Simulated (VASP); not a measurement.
CsRe2: relaxation of cell and atoms with PBE

CsRe2:

```
CELL_PARAMETERS angstrom
0.00000 3.11560 3.11560
3.11560 0.00000 3.11560
3.11560 3.11560 0.00000
ATOMIC_POSITIONS crystal
Cs 0.00000 0.00000 0.00000
Re 0.25000 0.25000 0.25000
Re 0.75000 0.75000 0.75000
```

* Program: VASP 6.6.1
* Task: relaxation of cell and atoms
* Functional: PBE
* Potentials or basis: VASP PAW PBE potentials, release 64 (Cs_sv, Re_sv_GW)
* Cutoff: 560 eV
* k mesh: 14 × 14 × 14
* Occupations: gaussian, width 0.1 eV
* Spin: no spin polarisation
* Dipole correction: no
* Further INCAR settings: ALGO = Normal; EDIFF = 1e-07; IBRION = 2; EDIFFG = -0.01; NSW = 100; ISIF = 3

```
Relaxed volume                        : 20.87 Å³/atom
Relaxed cell                          : a = 4.457 Å, b = 4.457 Å, c = 4.457 Å, α = 60.00°, β = 60.00°, γ = 60.00°
Space group after relaxing (to 0.1 Å) : Fm-3m (No. 225)
Energy gained by relaxing             : 9.4 meV/atom
Ionic steps                           : 3
Pressure after relaxing               : 0.0 GPa
Band gap on the k mesh                : zero (an odd number of electrons rules out a gap without spin polarisation)
```

The path:
```csv
step,energy change (eV),largest force (eV/Å),pressure (GPa),volume (Å³)
1,0.0000,0.0000,4.44,60.49
2,0.0167,0.0000,-4.65,65.51
3,-0.0281,0.0000,-0.04,62.62
```

Final structure:
```xyz
3
Lattice="0.0000 3.1517 3.1517 3.1517 0.0000 3.1517 3.1517 3.1517 0.0000" Properties=species:S:1:pos:R:3 pbc="T T T"
Cs    0.0000    0.0000    0.0000
Re    1.5759    1.5759    1.5759
Re    4.7276    4.7276    4.7276
```

Levels at points of the mesh, in eV from the Fermi level:
```tsv
k point	band 15	band 16	band 17	band 18	band 19	band 20	band 21	band 22	band 23
(0.00, 0.00, 0.00)	-3.83	-0.01	-0.01	-0.01	0.57	0.57	0.57	2.24	2.24
(0.50, 0.00, 0.00)	-2.36	-1.96	-1.65	-1.65	-1.23	-1.23	0.03	1.67	1.67
(0.50, 0.50, 0.00)	-2.95	-1.39	-1.39	-0.40	-0.40	0.00	0.74	2.05	2.12
```

Run time: 5.5 min on 1 thread of Intel(R) Xeon(R) Platinum 8488C (Sapphire Rapids) (shared host), peak memory 0.32 GiB.

Caveat: spin-orbit coupling is left out, which moves the levels of the heavy elements.
